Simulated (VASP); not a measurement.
Here is a VASP 6.6.1 calculation.

Contents of INCAR:

```
  ALGO = Normal
  EDIFF = 1E-6
  EDIFFG = -0.025
  ENCUT = 600
  GGA = PE
  IBRION = 2
  ISIF = 3
  ISMEAR = 0
  LASPH = True
  LCHARG = False
  LREAL = False
  LWAVE = False
  NELM = 100
  NSW = 80
  PREC = Accurate
  SIGMA = 0.1
```

The input KPOINTS:

```
k-points
0
Gamma
  4 2 2
```

POSCAR

```
MgZn2Te3
1.0
    4.2772903257     -0.0457726060      0.0728205068
   -0.0792804792      7.6630940256      0.0115719353
    0.1794553383      0.0164644813     11.2101796076
Mg Zn Te
2 4 6
Direct
    1.0063243886      0.3271249460      0.3425323932
    0.5005617008      0.8213749226      0.3219895081
   -0.0506225596     -0.0058062962      0.9705278977
    0.5394713915      0.4886866327      1.0153267813
    0.4816074217      0.1183631599      0.6554695470
    0.9552868971      0.6691478219      0.6648936433
    0.0552929207      0.0110820198      0.2509400230
    0.4797585985      0.5073515506      0.2287703407
    0.4925136130      0.1745060652      0.9179164694
    0.9677046169      0.6710138697      0.9079511887
    1.0319479119      0.3659222997      0.6357488350
    0.5401530987      0.8512330079      0.5879333726
```

Potentials or basis: VASP PAW PBE potentials, release 64 (Mg, Zn, Te).

Command:

```console
$ cat potpaw_PBE.64/Mg/POTCAR potpaw_PBE.64/Zn/POTCAR potpaw_PBE.64/Te/POTCAR > POTCAR
$ mpirun -np 1 vasp_std > vasp.out
```

Question: What does it give for the band gap on the k mesh?

Answer: 1.20 eV.

Question: Estimate the relaxed volume.

Answer: 31.17 Å³/atom.

Question: What does it give for the relaxed cell?

Answer: a = 4.461 Å, b = 7.670 Å, c = 10.929 Å, α = 89.79°, β = 90.03°, γ = 90.03°.

Forces in eV/Å, atoms in the order of the input:
```
Mg  -0.006  0.001  0.004
Mg  -0.019  0.004 -0.004
Zn   0.011 -0.001 -0.006
Zn   0.002  0.007  0.010
Zn  -0.001 -0.001 -0.002
Zn   0.000  0.002 -0.005
Te  -0.010 -0.001 -0.005
Te   0.010 -0.004  0.006
Te   0.011  0.005  0.002
Te   0.003 -0.001 -0.003
Te   0.002 -0.005  0.004
Te  -0.001 -0.004 -0.003
```

Caveat: spin-orbit coupling is left out, which moves the levels of the heavy elements.
